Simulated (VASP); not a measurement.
TaN: single point with PBE

Crystal: TaN.

```
Ta N
1.0
     3.05000    0.00000    0.00000
    -1.52500    2.64138    0.00000
     0.00000    0.00000    4.94000
Ta N
2 2
Direct
  0.33333 0.66667 0.00000
  0.66667 0.33333 0.50000
  0.33333 0.66667 0.38500
  0.66667 0.33333 0.88500
```

| Property | Result |
| --- | --- |
| Program | VASP 6.6.1 |
| Task | single point |
| Functional | PBE |
| Potentials or basis | VASP PAW PBE potentials, release 64 (Ta_pv, N) |
| Cutoff | 520 eV |
| k mesh | 8 × 8 × 4 |
| Occupations | gaussian, width 0.2 eV |
| Spin | no spin polarisation |

```yaml
Pressure: 140.5 GPa
Largest_force: 2.281 eV/Å
Band_gap_on_the_k_mesh: zero (band 16 reaches 10.99 eV, above the bottom of band 17 at 8.40 eV)
```

Forces on the atoms (eV/Å):
```
Ta   0.000  0.000  2.281
Ta   0.000  0.000  2.281
N    0.000  0.000 -2.281
N    0.000  0.000 -2.281
```

Stress tensor (GPa, compression positive):
```
149.46   0.00   0.00
  0.00 149.46   0.00
  0.00   0.00 122.59
```

Levels at points of the mesh, in eV from the Fermi level:
```csv
k point,band 13,band 14,band 15,band 16,band 17,band 18,band 19,band 20
"(0.00, 0.00, 0.00)",-7.82,-7.50,-0.77,-0.77,-0.28,2.20,2.73,2.73
"(0.50, 0.00, 0.00)",-6.12,-5.16,-2.38,-0.99,0.51,1.50,2.10,3.85
"(0.00, 0.00, 0.50)",-8.40,-8.40,1.27,1.27,1.27,1.27,1.94,1.94
"(0.50, 0.00, 0.50)",-6.45,-6.45,-0.40,-0.40,2.22,2.22,2.34,2.34
```

It took 11 s on 1 thread of Intel(R) Xeon(R) 6975P-C (Granite Rapids), with other jobs on the host, peak memory 0.17 GiB.

Caveat: spin-orbit coupling is left out, which moves the levels of the heavy elements; forces of over 1 eV/Å act on the atoms, so gaps and moduli don't describe the material at rest.
